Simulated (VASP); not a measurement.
Crystal: PbO.

```
Pb O
1.0
     4.02959    0.00000    0.00000
     0.00000    4.02959    0.00000
     0.00000    0.00000    5.55951
Pb O
2 2
Direct
  0.50000 0.00000 0.21262
  0.00000 0.50000 0.78738
  0.00000 0.00000 0.00000
  0.50000 0.50000 0.00000
```

This cell differs from its parent crystal: volume scaled by 0.980.

* Program: VASP 6.6.1
* Task: relaxation of shape and atoms at fixed volume
* Functional: PBE
* Potentials or basis: VASP PAW PBE potentials, release 64 (Pb_d, O)
* Cutoff: 600 eV
* k mesh: 8 × 8 × 6
* Occupations: gaussian, width 0.05 eV
* Spin: no spin polarisation

At the start: pressure 1.4 GPa; volume 22.57 Å³/atom.

Question: How do energy, volume and symmetry change on relaxing?

Answer: Over 5 steps the energy falls by 2.1 meV/atom; space group P4/nmm (No. 129, to 0.05 Å).

Step by step:
```
step  energy change (eV)  largest force (eV/Å)  pressure (GPa)  volume (Å³)
   1              0.0000                0.3058            1.41        90.27
   2             -0.0060                0.0847            0.68        90.27
   3             -0.0066                0.0171            0.35        90.27
   4             -0.0076                0.0110            0.28        90.27
   5             -0.0085                0.0005            0.08        90.27
```

Final structure:
```
Pb O
1.0
     4.05470    0.00000    0.00000
     0.00000    4.05470    0.00000
     0.00000    0.00000    5.49088
Pb O
2 2
Cartesian
  2.0273 4.0547 1.1917
  0.0000 2.0273 4.2992
  0.0000 0.0000 0.0000
  2.0273 2.0273 0.0000
```

Caveat: the cell differs from its parent crystal (volume scaled by 0.980).
